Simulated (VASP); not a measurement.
# ZnSe (Pm-3m) in VASP: notebook, part 2 of 2

VASP 6.6.1. The steps go on from the part before.

## (3) Single point, PBEsol

INCAR

```
SYSTEM = ZnSe
  PREC = Accurate
  ENCUT = 520
  EDIFF = 1E-7
  ISMEAR = -1
  SIGMA = 0.2
  LREAL = .False.
  LASPH = .True.
  NELM = 100
  ALGO = Normal
  ISIF = 2
  LWAVE = .False.
  LCHARG = .False.
  GGA = PS
  NBANDS = 16
```

KPOINTS

```
Automatic mesh
0
Gamma
  6 6 6
  0 0 0
```

POSCAR

```
ZnSe
1.0
    3.3251530431      0.0000000000      0.0000000000
    0.0000000000      3.3251530431      0.0000000000
    0.0000000000      0.0000000000      3.3251530431
Zn Se
1 1
Direct
    0.0000000000      0.0000000000      0.0000000000
    0.5000000000      0.5000000000      0.5000000000
```

Potentials or basis: VASP PAW PBE potentials, release 64 (Zn, Se).

Command:

```bash
$ cat potpaw_PBE.64/Zn/POTCAR potpaw_PBE.64/Se/POTCAR > POTCAR
$ mpirun -np 1 vasp_std > vasp.out
```

OUTCAR:

```text
SYSTEM = ZnSe
   PREC = Accurate
   ENCUT = 520
   EDIFF = 1E-7
   ISMEAR = -1
   LREAL = .False.
   LASPH = .True.
   NELM = 100
   ISIF = 2
   GGA = PS

 ion  position               nearest neighbor table
   1  0.000  0.000  0.000-   2 2.88   2 2.88   2 2.88   2 2.88   2 2.88   2 2.88   2 2.88   2 2.88

   2  0.500  0.500  0.500-   1 2.88   1 2.88   1 2.88   1 2.88   1 2.88   1 2.88   1 2.88   1 2.88

  LATTYP: Found a simple cubic cell.
 ALAT       =     3.3251530431

  Lattice vectors:

 A1 = (   3.3251530431,   0.0000000000,   0.0000000000)
 A2 = (   0.0000000000,   3.3251530431,   0.0000000000)
 A3 = (   0.0000000000,   0.0000000000,   3.3251530431)

Analysis of symmetry for initial positions (statically):
=====================================================================
 Subroutine PRICEL returns:
 Original cell was already a primitive cell.

 Routine SETGRP: Setting up the symmetry group for a
 simple cubic supercell.

 Subroutine GETGRP returns: Found 48 space group operations
 (whereof 48 operations were pure point group operations)
 out of a pool of 48 trial point group operations.

The static configuration has the point symmetry O_h .

Analysis of symmetry for dynamics (positions and initial velocities):
=====================================================================
 Subroutine PRICEL returns:
 Original cell was already a primitive cell.

 Routine SETGRP: Setting up the symmetry group for a
 simple cubic supercell.

 Subroutine GETGRP returns: Found 48 space group operations
 (whereof 48 operations were pure point group operations)
 out of a pool of 48 trial point group operations.

The dynamic configuration has the point symmetry O_h .

 Subroutine INISYM returns: Found 48 space group operations
 (whereof 48 operations are pure point group operations),
 and found     1 'primitive' translations

[... 107 lines left out ...]
   IMIX   =      4    mixing-type and parameters
     AMIX     =   0.40;   BMIX     =  1.00
     AMIX_MAG =   1.60;   BMIX_MAG =  1.00
  volume/ion in A,a.u.               =      18.38       124.05
  Fermi-wavevector in a.u.,A,eV,Ry     =   1.290290  2.438295 22.651639  1.664849
  Thomas-Fermi vector in A             =   2.422131
   LORBIT       =      0    0 simple, 1 ext, 2 COOP (PROOUT), +10 PAW based schemes
   GGA     = PS    functional components
   LHFCALC =     F    Hartree Fock is set to
   AEXX    =    0.0000 exact exchange contribution
   IVDW    =     0    specifies the selected vdW correction
   LEPSILON=     F    determine dielectric tensor
   LRPA    =     F    only Hartree local field effects (RPA)
 non-spin polarized calculation
  energy-cutoff  :      520.00
  volume of cell :       36.77
 maximum number of plane-waves:      1021
 NGX is ok and might be reduce to    28
   NGX = 13   NGY = 13   NGZ = 13

 number of electron      17.9999997 magnetization

 Free energy of the ion-electron system (eV)
  ---------------------------------------------------
  ext. energy  EPLUGINS =         0.00000000
  ---------------------------------------------------
  free energy    TOTEN  =        -5.29787413 eV

  energy without entropy =       -5.16264767  energy(sigma->0) =       -5.23026090

 E-fermi :   3.9795     XC(G=0): -10.9426

 val. band max:        3.9318667071   @ k =   0.3333   0.1667   0.0000
 cond. band min:       4.0834536646   @ k =   0.5000   0.3333   0.3333
 fundamental gap:      0.1515869575
 Fermi energy:         3.9795170606

 k-point     1 :       0.0000    0.0000    0.0000
  band No.  band energies     occupation
      1     -10.6974      2.00000
      2      -3.0777      2.00000
      3      -3.0777      2.00000
      4      -2.7710      2.00000
      5      -2.7710      2.00000
      6      -2.7710      2.00000
[... 357 lines left out ...]
      3      -3.3860      2.00000
      4      -3.3860      2.00000
      5      -2.6479      2.00000
      6      -2.6479      2.00000
[... 8 lines left out ...]
     15      23.1657      0.00000
     16      23.1657      0.00000

------------------------ aborting loop because EDIFF is reached ----------------------------------------

  FORCE on cell =-STRESS in cart. coord.  units (eV):
  Direction    XX          YY          ZZ          XY          YZ          ZX
  --------------------------------------------------------------------------------------
  -------------------------------------------------------------------------------------
  Total       -0.5506917     -0.5506917     -0.5506917      0.0000000      0.0000000      0.0000000
  in kB      -23.9985038    -23.9985038    -23.9985038      0.0000000      0.0000000      0.0000000
  external PRESSURE =     -23.9985038 kB  Pullay stress =       0.0000000 kB

 VOLUME and BASIS-vectors are now :
 -----------------------------------------------------------------------------
  energy-cutoff  :      520.00
  volume of cell :       36.77
      direct lattice vectors                 reciprocal lattice vectors
     3.325153043  0.000000000  0.000000000     0.300738037  0.000000000  0.000000000
     0.000000000  3.325153043  0.000000000     0.000000000  0.300738037  0.000000000
     0.000000000  0.000000000  3.325153043     0.000000000  0.000000000  0.300738037

 POSITION                                       TOTAL-FORCE (eV/Angst)
 -----------------------------------------------------------------------------------
      0.00000      0.00000      0.00000         0.000000      0.000000      0.000000
      1.66258      1.66258      1.66258         0.000000      0.000000      0.000000
 -----------------------------------------------------------------------------------
    total drift:                               -0.000000      0.000000     -0.000000

  FREE ENERGIE OF THE ION-ELECTRON SYSTEM (eV)
  ---------------------------------------------------
  free  energy   TOTEN  =        -5.2978741281 eV

  energy  without entropy=       -5.1626476731  energy(sigma->0) =       -5.23026090
```

Wall time 6 s (1 thread of Intel Xeon 6975P-C (Granite Rapids), shared host); peak memory 0.15 GiB.

What came out:

- Free energy: -5.2979 eV
- Pressure: -2.4 GPa
- Band gap on the k mesh: zero (band 9 reaches 4.31 eV, above the bottom of band 10 at 2.75 eV)

Levels at points of the mesh, in eV from the Fermi level:
| k point | band 5 | band 6 | band 7 | band 8 | band 9 | band 10 | band 11 | band 12 | band 13 | band 14 |
| --- | --- | --- | --- | --- | --- | --- | --- | --- | --- | --- |
| (0.00, 0.00, 0.00) | -6.75 | -6.75 | -1.26 | -1.23 | -1.23 | -1.23 | 5.72 | 5.72 | 11.16 | 11.16 |
| (0.50, 0.00, 0.00) | -6.94 | -6.74 | -6.24 | 0.23 | 0.23 | 3.17 | 4.29 | 6.55 | 6.55 | 7.40 |
| (0.50, 0.50, 0.00) | -6.63 | -6.62 | -5.25 | -5.25 | -2.18 | 0.66 | 7.84 | 7.84 | 8.63 | 9.81 |
| (0.50, 0.50, 0.50) | -6.63 | -6.63 | -2.75 | -2.75 | -2.75 | 0.96 | 0.96 | 0.96 | 1.11 | 19.19 |

Caveat: the PAW data sets were made with another functional, which shifts forces and pressure a little.

## (4) Single point, PBEsol

INCAR

```
SYSTEM = ZnSe
ALGO = Normal
EDIFF = 1E-6
ENCUT = 520
GGA = PS
ISIF = 2
ISMEAR = 0
LASPH = .True.
LCHARG = .False.
LREAL = .False.
LWAVE = .False.
NBANDS = 16
NELM = 60
PREC = Accurate
SIGMA = 0.05
```

KPOINTS

```
k-points
0
Gamma
  6 6 6
  0 0 0
```

POSCAR is that of step 3.

Command:

```bash
$ cat potpaw_PBE.64/Zn/POTCAR potpaw_PBE.64/Se/POTCAR > POTCAR
$ mpirun -np 1 vasp_std > vasp.out
```

It took 5.5 s on 1 thread of Intel Xeon 6975P-C (Granite Rapids), shared host; peak memory 0.15 GiB.

It converged, with:

```yaml
Free_energy: -5.2297 eV
Pressure: -2.9 GPa
Band_gap_on_the_k_mesh: zero (band 9 reaches 4.31 eV, above the bottom of band 10 at 2.76 eV)
```

Levels at points of the mesh, in eV from the Fermi level:
| k point | band 6 | band 7 | band 8 | band 9 | band 10 | band 11 | band 12 | band 13 |
| --- | --- | --- | --- | --- | --- | --- | --- | --- |
| (0.00, 0.00, 0.00) | -6.74 | -1.24 | -1.20 | -1.20 | -1.20 | 5.75 | 5.75 | 11.18 |
| (0.50, 0.00, 0.00) | -6.73 | -6.23 | 0.26 | 0.26 | 3.19 | 4.32 | 6.57 | 6.57 |
| (0.50, 0.50, 0.00) | -6.61 | -5.22 | -5.22 | -2.16 | 0.69 | 7.86 | 7.86 | 8.66 |
| (0.50, 0.50, 0.50) | -6.62 | -2.72 | -2.72 | -2.72 | 0.98 | 0.98 | 0.98 | 1.13 |

Caveat: the PAW data sets were made with another functional, which shifts forces and pressure a little.

## (5) The runs side by side

| level | potentials or basis | smearing | gap on the mesh (eV) | pressure (GPa) |
| --- | --- | --- | --- | --- |
| LDA | VASP PAW LDA potentials, release 64 (Zn, Se) | fermi-dirac 0.02 eV | none | -5.0 |
| PBEsol | VASP PAW PBE potentials, release 64 (Zn, Se) | fermi-dirac 0.2 eV | none | -2.4 |
| PBEsol | VASP PAW PBE potentials, release 64 (Zn, Se) | gaussian 0.05 eV | none | -2.9 |

Alike in all rows: task single point; no spin polarisation; cell as given; k mesh 6 × 6 × 6; cutoff (eV) 520.

Caveats: the PAW data sets were made with another functional, which shifts forces and pressure a little (some runs).

Total energies depend on the potentials used, so only differences within one code and one set of settings carry meaning.
